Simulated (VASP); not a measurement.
**Ti: single point with r2SCAN**

Crystal: Ti.

```
Ti
1.0
     3.00360    0.00000    0.00000
    -1.50180    2.60119    0.00000
     0.00000    0.00000    4.63842
Ti
2
Direct
  0.33333 0.66667 0.25000
  0.66667 0.33333 0.75000
```

```json
{
  "Program": "VASP 6.6.1",
  "Task": "single point",
  "Functional": "r2SCAN",
  "Potentials or basis": "VASP PAW PBE potentials, release 64 (Ti_sv)",
  "Cutoff": "520 eV",
  "k mesh": "18 × 18 × 10",
  "Occupations": "methfessel-paxton, width 0.05 eV",
  "Spin": "no spin polarisation",
  "Dipole correction": "no",
  "Further INCAR settings": "ALGO = Normal; EDIFF = 1e-07; NBANDS = 19"
}
```

```json
{"Pressure": "-4.7 GPa", "Band gap on the k mesh": "zero (band 12 reaches 8.76 eV, above the bottom of band 13 at 7.58 eV)"}
```

Stress tensor (GPa, compression positive):
```
-5.55  0.00  0.00
 0.00 -5.55  0.00
 0.00  0.00 -2.98
```

Levels at points of the mesh, in eV from the Fermi level:
| k point | band 10 | band 11 | band 12 | band 13 | band 14 | band 15 |
| --- | --- | --- | --- | --- | --- | --- |
| (0.00, 0.00, 0.00) | -2.76 | 0.68 | 0.79 | 0.79 | 1.06 | 1.33 |
| (0.50, 0.00, 0.00) | -2.20 | -1.81 | -0.99 | 0.46 | 0.73 | 1.28 |
| (0.00, 0.00, 0.50) | -4.60 | 0.14 | 0.14 | 0.67 | 0.67 | 0.67 |
| (0.50, 0.00, 0.50) | -2.58 | -0.80 | -0.80 | 1.10 | 1.10 | 1.73 |

It took 4.9 min on 1 thread of Intel(R) Xeon(R) Platinum 8488C (Sapphire Rapids), on a shared host, peak memory 0.25 GiB.

Caveat: the PAW data sets were made with another functional, which shifts forces and pressure a little.
